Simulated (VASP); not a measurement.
# NiO (Fm-3m) in VASP: further runs

The runs below take NiO through single point, with PBE.

Everything below comes from runs of VASP 6.6.1. Logs are shortened: lines on timing, memory, paths and dates and some standing lists are left out, and cuts for length are marked.

**What was measured.**

“Local correlations, non-local screening, multiplets, and band formation in NiO”, 2012, arxiv:1210.6675 quotes, for a bulk crystal of NiO: band gap 4.3 eV.

The runs below are set against these values where they give the same quantity.

## 1. The cell of the first run

Symmetry: Fm-3m, No. 225, cubic system. Conventional cell: a = 4.086 Å, b = 4.086 Å, c = 4.086 Å, α = 90.00°, β = 90.00°, γ = 90.00°. Ni (site symmetry m-3m) has 6 O at 2.04 Å within 2.7 Å. Within 2.7 Å of O (site symmetry m-3m) lie 6 Ni at 2.04 Å.

## 2. Single point, PBE, collinear spin, ferromagnetic start (8.53 Å³/atom)

INCAR reads:

```
SYSTEM = NiO
  PREC = Accurate
  ENCUT = 520
  EDIFF = 1E-7
  ISMEAR = 0
  SIGMA = 0.1
  LREAL = .False.
  LASPH = .True.
  NELM = 150
  ALGO = Normal
  ISIF = 2
  LWAVE = .False.
  LCHARG = .True.
  ISPIN = 2
  MAGMOM = 1.6 0.32
  LORBIT = 11
  LMAXMIX = 4
  GGA = PE
  LELF = .True.
  LVHAR = .True.
  NBANDS = 19
```

KPOINTS reads:

```
Automatic mesh
0
Gamma
  18 18 18
  0 0 0
```

POSCAR reads:

```
NiO
1.0
    0.0000000000      2.0429324589      2.0429324589
    2.0429324589      0.0000000000      2.0429324589
    2.0429324589      2.0429324589      0.0000000000
Ni O
1 1
Direct
    0.0000000000      0.0000000000      0.0000000000
    0.5000000000      0.5000000000      0.5000000000
```

Potentials or basis: VASP PAW PBE potentials, release 64 (Ni, O).

On the command line:

```sh
cat potpaw_PBE.64/Ni/POTCAR potpaw_PBE.64/O/POTCAR > POTCAR
mpirun -np 1 vasp_std > vasp.out
```

OUTCAR:

```text
SYSTEM = NiO
   PREC = Accurate
   ENCUT = 520
   EDIFF = 1E-7
   ISMEAR = 0
   LREAL = .False.
   LASPH = .True.
   NELM = 150
   ISIF = 2
   ISPIN = 2
   LORBIT = 11
   GGA = PE

 ion  position               nearest neighbor table
   1  0.000  0.000  0.000-   2 2.04   2 2.04   2 2.04   2 2.04   2 2.04   2 2.04
   2  0.500  0.500  0.500-   1 2.04   1 2.04   1 2.04   1 2.04   1 2.04   1 2.04

  LATTYP: Found a face centered cubic cell.
 ALAT       =     4.0858649178

  Lattice vectors:

 A1 = (   0.0000000000,   2.0429324589,   2.0429324589)
 A2 = (   2.0429324589,   0.0000000000,   2.0429324589)
 A3 = (   2.0429324589,   2.0429324589,   0.0000000000)

Analysis of symmetry for initial positions (statically):
=====================================================================
 Subroutine PRICEL returns:
 Original cell was already a primitive cell.

 Routine SETGRP: Setting up the symmetry group for a
 face centered cubic supercell.

 Subroutine GETGRP returns: Found 48 space group operations
 (whereof 48 operations were pure point group operations)
 out of a pool of 48 trial point group operations.

The static configuration has the point symmetry O_h .

Analysis of symmetry for dynamics (positions and initial velocities):
=====================================================================
 Subroutine PRICEL returns:
 Original cell was already a primitive cell.

 Routine SETGRP: Setting up the symmetry group for a
 face centered cubic supercell.

 Subroutine GETGRP returns: Found 48 space group operations
 (whereof 48 operations were pure point group operations)
 out of a pool of 48 trial point group operations.

The dynamic configuration has the point symmetry O_h .

Analysis of structural, dynamic, and magnetic symmetry:
=====================================================================
 Subroutine PRICEL returns:
 Original cell was already a primitive cell.

 Routine SETGRP: Setting up the symmetry group for a
 face centered cubic supercell.

 Subroutine GETGRP returns: Found 48 space group operations
 (whereof 48 operations were pure point group operations)
 out of a pool of 48 trial point group operations.

The overall configuration has the point symmetry O_h .

 Subroutine INISYM returns: Found 48 space group operations
 (whereof 48 operations are pure point group operations),
 and found     1 'primitive' translations

----------------------------------------------------------------------------------------

                                     Primitive cell

  volume of cell :      17.0527

  direct lattice vectors                    reciprocal lattice vectors
     0.000000000  2.042932459  2.042932459    -0.244746221  0.244746221  0.244746221
     2.042932459  0.000000000  2.042932459     0.244746221 -0.244746221  0.244746221
     2.042932459  2.042932459  0.000000000     0.244746221  0.244746221 -0.244746221

  length of vectors
     2.889142790  2.889142790  2.889142790     0.423912891  0.423912891  0.423912891

  position of ions in fractional coordinates (direct lattice)
     0.000000000  0.000000000  0.000000000
     0.500000000  0.500000000  0.500000000

  ion indices of the primitive-cell ions
   primitive index   ion index
                 1           1
                 2           2

----------------------------------------------------------------------------------------

 KPOINTS: Automatic mesh

Automatic generation of k-mesh.
 Grid dimensions read from file:
 generate k-points for:   18   18   18

 Generating k-lattice:

  Cartesian coordinates                     Fractional coordinates (reciprocal lattice)
    -0.013597012  0.013597012  0.013597012     0.055555556  0.000000000  0.000000000
     0.013597012 -0.013597012  0.013597012     0.000000000  0.055555556  0.000000000
     0.013597012  0.013597012 -0.013597012     0.000000000  0.000000000  0.055555556

  Length of vectors
     0.023550716  0.023550716  0.023550716

  Shift w.r.t. Gamma in fractional coordinates (k-lattice)
     0.000000000  0.000000000  0.000000000

 Subroutine IBZKPT returns following result:
 ===========================================

 Found    195 irreducible k-points:

 Following reciprocal coordinates:
            Coordinates               Weight
  0.000000  0.000000  0.000000      1.000000
  0.055556  0.000000  0.000000      8.000000
  0.111111  0.000000  0.000000      8.000000
  0.166667  0.000000  0.000000      8.000000
  0.222222  0.000000  0.000000      8.000000
  0.277778  0.000000  0.000000      8.000000
[... 16 lines left out ...]
 -0.277778  0.055556  0.000000     24.000000
 -0.222222  0.055556  0.000000     24.000000
 [... further k-points ...]
   k-points           NKPTS =    195   k-points in BZ     NKDIM =    195   number of bands    NBANDS=     19
   number of dos      NEDOS =    301   number of ions     NIONS =      2
   total plane-waves  NPLWV =  13824
   dimension x,y,z NGX =    24 NGY =   24 NGZ =   24
   dimension x,y,z NGXF=    48 NGYF=   48 NGZF=   48
   ions per type =               1   1
   NGX,Y,Z   is equivalent  to a cutoff of  13.81, 13.81, 13.81 a.u.
   NGXF,Y,Z  is equivalent  to a cutoff of  27.62, 27.62, 27.62 a.u.
 SYSTEM =  NiO
   PREC   = accura    normal or accurate (medium, high low for compatibility)
   ISTART =      0    job   : 0-new  1-cont  2-samecut
   ICHARG =      2    charge: 1-file 2-atom 10-const
   ISPIN  =      2    spin polarized calculation?
   LNONCOLLINEAR =      F non collinear calculations
   LSORBIT =      F    spin-orbit coupling
   LASPH  =      T    aspherical Exc in radial PAW
   ENCUT  =  520.0 eV  38.22 Ry    6.18 a.u.   5.37  5.37  5.37*2*pi/ulx,y,z
   NELM   =    150;   NELMIN=  2; NELMDL= -5     # of ELM steps
   EDIFF  = 0.1E-06   stopping-criterion for ELM
   LREAL  =      F    real-space projection
   EDIFFG = 0.1E-05   stopping-criterion for IOM
   NSW    =      0    number of steps for IOM
   IBRION =     -1    ionic relax: 0-MD 1-quasi-New 2-CG
   NFREE  =      0    steps in history (QN), initial steepest desc. (CG)
   ISIF   =      2    stress and relaxation
   ISYM   =      2    0-nonsym 1-usesym 2-fastsym
   POTIM  = 0.5000    time-step for ionic-motion
   TEBEG  =    0.0;   TEEND  =   0.0 temperature during run
   PSTRESS=    0.0 pullay stress
   NELECT =      16.0000    total number of electrons
   NUPDOWN=      -1.0000    fix difference up-down
   EMIN   =  10.00;   EMAX   =-10.00  energy-range for DOS
   EFERMI =   0.00;   METHOD = LEGACY
   ISMEAR =     0;   SIGMA  =   0.10  broadening in eV -4-tet -1-fermi 0-gaus
   EFERMI_NEDOS =   21; number of points for ismear=-14 and -15
   IALGO  =     38    algorithm
   IMIX   =      4    mixing-type and parameters
     AMIX     =   0.40;   BMIX     =  1.00
     AMIX_MAG =   1.60;   BMIX_MAG =  1.00
  volume/ion in A,a.u.               =       8.53        57.54
  Fermi-wavevector in a.u.,A,eV,Ry     =   1.602695  3.028654 34.948340  2.568631
  Thomas-Fermi vector in A             =   2.699475
   LORBIT       =     11    0 simple, 1 ext, 2 COOP (PROOUT), +10 PAW based schemes
   GGA     = PE    functional components
   LHFCALC =     F    Hartree Fock is set to
   AEXX    =    0.0000 exact exchange contribution
   IVDW    =     0    specifies the selected vdW correction
   LEPSILON=     F    determine dielectric tensor
   LRPA    =     F    only Hartree local field effects (RPA)
 spin polarized calculation
 Gauss-broadening in eV      SIGMA  =   0.10
  energy-cutoff  :      520.00
  volume of cell :       17.05
 maximum number of plane-waves:       473
 NGX is ok and might be reduce to    24
   NGX = 11   NGY = 11   NGZ = 11

 number of electron      15.9999994 magnetization       1.4918505

 Free energy of the ion-electron system (eV)
  ---------------------------------------------------
  ext. energy  EPLUGINS =         0.00000000
  ---------------------------------------------------
  free energy    TOTEN  =       -11.39198838 eV

  energy without entropy =      -11.38545570  energy(sigma->0) =      -11.38872204

 E-fermi :   8.9723     XC(G=0): -13.0719

 val. band max:        8.9707786096   @ k =  -0.2222   0.2222   0.0000
 cond. band min:       8.9726832867   @ k =   0.5000   0.2222   0.1111
 fundamental gap:      0.0019046771
 Fermi energy:         8.9723170322

 spin component 1

 k-point     1 :       0.0000    0.0000    0.0000
  band No.  band energies     occupation
      1     -12.1568      1.00000
      2       5.5760      1.00000
      3       5.5760      1.00000
      4       5.5760      1.00000
      5       5.8827      1.00000
      6       5.8827      1.00000
[... 11 lines left out ...]
     18      35.7108      0.00000
     19      35.7108      0.00000
[... 485 lines left out ...]
 k-point    24 :      -0.2222    0.0556    0.0000
  band No.  band energies     occupation
      1     -11.4687      1.00000
      2       2.3284      1.00000
      3       3.4026      1.00000
      4       3.7034      1.00000
      5       6.5278      1.00000
      6       6.5317      1.00000
[... 11 lines left out ...]
     18      40.4740      0.00000
     19      41.7098      0.00000

 [... further k-points ...]

 spin component 2

 k-point     1 :       0.0000    0.0000    0.0000
  band No.  band energies     occupation
      1     -11.8045      1.00000
      2       5.9893      1.00000
      3       5.9893      1.00000
      4       5.9893      1.00000
      5       6.9017      1.00000
      6       6.9018      1.00000
[... 11 lines left out ...]
     18      36.2467      0.00000
     19      36.2469      0.00000
[... 485 lines left out ...]
 k-point    24 :      -0.2222    0.0556    0.0000
  band No.  band energies     occupation
      1     -11.1006      1.00000
      2       2.7241      1.00000
      3       4.3444      1.00000
      4       4.4622      1.00000
      5       7.3053      1.00000
      6       7.5121      1.00000
[... 11 lines left out ...]
     18      40.9395      0.00000
     19      42.2327      0.00000

 [... further k-points ...]

------------------------ aborting loop because EDIFF is reached ----------------------------------------

  FORCE on cell =-STRESS in cart. coord.  units (eV):
  Direction    XX          YY          ZZ          XY          YZ          ZX
  --------------------------------------------------------------------------------------
  -------------------------------------------------------------------------------------
  Total        1.9899391      1.9899391      1.9899391      0.0000000      0.0000000      0.0000000
  in kB      186.9641560    186.9641560    186.9641560      0.0000000      0.0000000      0.0000000
  external PRESSURE =     186.9641560 kB  Pullay stress =       0.0000000 kB

 VOLUME and BASIS-vectors are now :
 -----------------------------------------------------------------------------
  energy-cutoff  :      520.00
  volume of cell :       17.05
      direct lattice vectors                 reciprocal lattice vectors
     0.000000000  2.042932459  2.042932459    -0.244746221  0.244746221  0.244746221
     2.042932459  0.000000000  2.042932459     0.244746221 -0.244746221  0.244746221
     2.042932459  2.042932459  0.000000000     0.244746221  0.244746221 -0.244746221

 POSITION                                       TOTAL-FORCE (eV/Angst)
 -----------------------------------------------------------------------------------
      0.00000      0.00000      0.00000        -0.000000     -0.000000     -0.000000
      2.04293      2.04293      2.04293         0.000000      0.000000      0.000000
 -----------------------------------------------------------------------------------
    total drift:                                0.000000     -0.000000     -0.000000

  FREE ENERGIE OF THE ION-ELECTRON SYSTEM (eV)
  ---------------------------------------------------
  free  energy   TOTEN  =       -11.3919883789 eV

  energy  without entropy=      -11.3854556984  energy(sigma->0) =      -11.38872204

 total charge

# of ion       s       p       d       tot
------------------------------------------
    1        0.353   0.457   8.319   9.129
    2        1.559   3.447   0.000   5.007
--------------------------------------------------
tot          1.913   3.904   8.319  14.136

 magnetization (x)

# of ion       s       p       d       tot
------------------------------------------
    1        0.012   0.016   1.215   1.242
    2        0.028   0.186   0.000   0.214
--------------------------------------------------
tot          0.040   0.202   1.215   1.456
```

Run time: 50 s. Hardware: 1 thread of Intel Xeon 6975P-C (Granite Rapids), shared host; peak memory 0.22 GiB.

Results:

```yaml
Free_energy: -11.3920 eV
Pressure: 18.7 GPa
Net_moment: 1.49 μB per cell
Site_moments: Ni +1.24; O +0.21 μB
Valence_electrons_inside_the_program's_atomic_spheres: Ni 9.13; O 5.01
```

Levels at points of the mesh, in eV from the Fermi level:
Spin up:
| k point | band 6 | band 7 | band 8 | band 9 | band 10 | band 11 | band 12 | band 13 |
| --- | --- | --- | --- | --- | --- | --- | --- | --- |
| (0.00, 0.00, 0.00) | -3.09 | -2.77 | -2.77 | -2.77 | 1.84 | 17.97 | 19.37 | 19.37 |
| (0.50, 0.00, 0.00) | -1.95 | -1.40 | 0.47 | 0.47 | 5.65 | 10.53 | 14.38 | 14.38 |
| (0.50, 0.50, 0.00) | -2.70 | -2.01 | -1.61 | -1.61 | 6.52 | 10.91 | 12.45 | 17.30 |
Spin down:
```tsv
k point	band 4	band 5	band 6	band 7	band 8	band 9	band 10	band 11
(0.00, 0.00, 0.00)	-2.98	-2.07	-2.07	-2.07	-0.92	-0.92	2.14	17.92
(0.50, 0.00, 0.00)	-5.47	-1.07	-1.07	-0.66	2.17	2.17	5.80	10.96
(0.50, 0.50, 0.00)	-4.41	-3.19	-0.83	-0.83	-0.44	0.23	6.91	11.20
```

Caveat: the cell stands under pressure; a cell with one magnetic atom can't hold antiferromagnetic order, which such compounds often take; semilocal functionals often make such compounds metallic where correlation or magnetic order opens a gap, which also shifts bond lengths.

## 3. Single point, PBE, collinear spin, ferromagnetic start (8.81 Å³/atom)

This run uses another cell than the first one, of 8.81 Å³/atom.

INCAR reads:

```
SYSTEM = NiO
PREC = Accurate
ENCUT = 520
EDIFF = 1E-7
ISMEAR = 0
SIGMA = 0.1
LREAL = .FALSE.
LASPH = .TRUE.
NELM = 150
ALGO = Normal
ISIF = 2
LWAVE = .FALSE.
LCHARG = .FALSE.
ISPIN = 2
MAGMOM = 1.6 0.32
LORBIT = 11
LMAXMIX = 4
GGA = PE
NBANDS = 19
```

KPOINTS reads:

```
Automatic mesh
0
G
  18 18 18
  0 0 0
```

POSCAR reads:

```
NiO
1.0
    0.0000000000      2.0651399864      2.0651399864
    2.0651399864      0.0000000000      2.0651399864
    2.0651399864      2.0651399864      0.0000000000
Ni O
1 1
Direct
    0.0000000000      0.0000000000      0.0000000000
    0.5000000000      0.5000000000      0.5000000000
```

Potentials or basis: VASP PAW PBE potentials, release 64 (Ni, O).

On the command line:

```sh
cat potpaw_PBE.64/Ni/POTCAR potpaw_PBE.64/O/POTCAR > POTCAR
mpirun -np 1 vasp_std > vasp.out
```

It took 49 s on 1 thread of Intel Xeon 6975P-C (Granite Rapids), shared host; peak memory 0.22 GiB.

It converged, with:

- Free energy: -11.4448 eV
- Pressure: 11.2 GPa
- Net moment: 1.59 μB per cell
- Site moments: Ni +1.32; O +0.23 μB
- Valence electrons inside the program's atomic spheres: Ni 9.06; O 4.99

Levels at points of the mesh, in eV from the Fermi level:
Spin up:
| k point | band 7 | band 8 | band 9 | band 10 | band 11 | band 12 |
| --- | --- | --- | --- | --- | --- | --- |
| (0.00, 0.00, 0.00) | -2.70 | -2.70 | -2.70 | 1.68 | 17.91 | 19.15 |
| (0.50, 0.00, 0.00) | -1.40 | 0.39 | 0.39 | 5.62 | 10.24 | 14.19 |
| (0.50, 0.50, 0.00) | -2.11 | -1.62 | -1.62 | 6.32 | 10.73 | 12.34 |
Spin down:
```tsv
k point	band 5	band 6	band 7	band 8	band 9	band 10
(0.00, 0.00, 0.00)	-1.96	-1.96	-1.96	-0.77	-0.77	2.00
(0.50, 0.00, 0.00)	-1.01	-1.01	-0.62	2.17	2.17	5.77
(0.50, 0.50, 0.00)	-3.00	-0.79	-0.79	-0.32	0.28	6.74
```

Caveat: the cell stands under pressure; a cell with one magnetic atom can't hold antiferromagnetic order, which such compounds often take; semilocal functionals often make such compounds metallic where correlation or magnetic order opens a gap, which also shifts bond lengths. With open d or f shells a metallic result of PBE can be an artefact of self-interaction; +U or a hybrid may open a gap.

## 4. Single point, PBE, collinear spin, ferromagnetic start (9.09 Å³/atom)

This run uses another cell than the first one, of 9.09 Å³/atom.

INCAR reads:

```
SYSTEM = NiO
  PREC = Accurate
  ENCUT = 520
  EDIFF = 1E-6
  ISMEAR = 0
  SIGMA = 0.1
  LREAL = .False.
  LASPH = .True.
  NELM = 150
  ALGO = Normal
  ISIF = 2
  LWAVE = .False.
  LCHARG = .False.
  ISPIN = 2
  MAGMOM = 1.6 0.32
  LORBIT = 11
  LMAXMIX = 4
  GGA = PE
  NBANDS = 19
```

KPOINTS reads:

```
regular mesh
0
Gamma
  18 18 18
  0 0 0
```

POSCAR reads:

```
NiO
1.0
    0.0000000000      2.0868798996      2.0868798996
    2.0868798996      0.0000000000      2.0868798996
    2.0868798996      2.0868798996      0.0000000000
Ni O
1 1
Direct
    0.0000000000      0.0000000000      0.0000000000
    0.5000000000      0.5000000000      0.5000000000
```

On the command line:

```sh
cat potpaw_PBE.64/Ni/POTCAR potpaw_PBE.64/O/POTCAR > POTCAR
mpirun -np 1 vasp_std > vasp.out
```

Wall time 43 s (1 thread of Intel Xeon 6975P-C (Granite Rapids), shared host); peak memory 0.23 GiB.

It converged, with:

| Item | Value |
| --- | --- |
| Free energy | -11.4735 eV |
| Pressure | 4.8 GPa |
| Net moment | 1.69 μB per cell |
| Site moments | Ni +1.39; O +0.25 μB |
| Valence electrons inside the program's atomic spheres | Ni 8.99; O 4.98 |

Levels at points of the mesh, in eV from the Fermi level:
Spin up:
```csv
k point,band 7,band 8,band 9,band 10,band 11,band 12
"(0.00, 0.00, 0.00)",-2.65,-2.65,-2.65,1.52,17.84,18.92
"(0.50, 0.00, 0.00)",-1.42,0.30,0.30,5.58,9.96,14.00
"(0.50, 0.50, 0.00)",-2.21,-1.64,-1.64,6.13,10.55,12.22
```
Spin down:
```tsv
k point	band 4	band 5	band 6	band 7	band 8	band 9	band 10	band 11
(0.00, 0.00, 0.00)	-2.56	-1.86	-1.86	-1.86	-0.65	-0.65	1.86	17.78
(0.50, 0.00, 0.00)	-4.87	-0.97	-0.97	-0.59	2.17	2.17	5.74	10.46
(0.50, 0.50, 0.00)	-3.91	-2.84	-0.77	-0.77	-0.22	0.32	6.57	10.89
```

Caveat: the cell stands under pressure; a cell with one magnetic atom can't hold antiferromagnetic order, which such compounds often take; semilocal functionals often make such compounds metallic where correlation or magnetic order opens a gap, which also shifts bond lengths. With open d or f shells a metallic result of PBE can be an artefact of self-interaction; +U or a hybrid may open a gap.

[end of part 1 of 2]
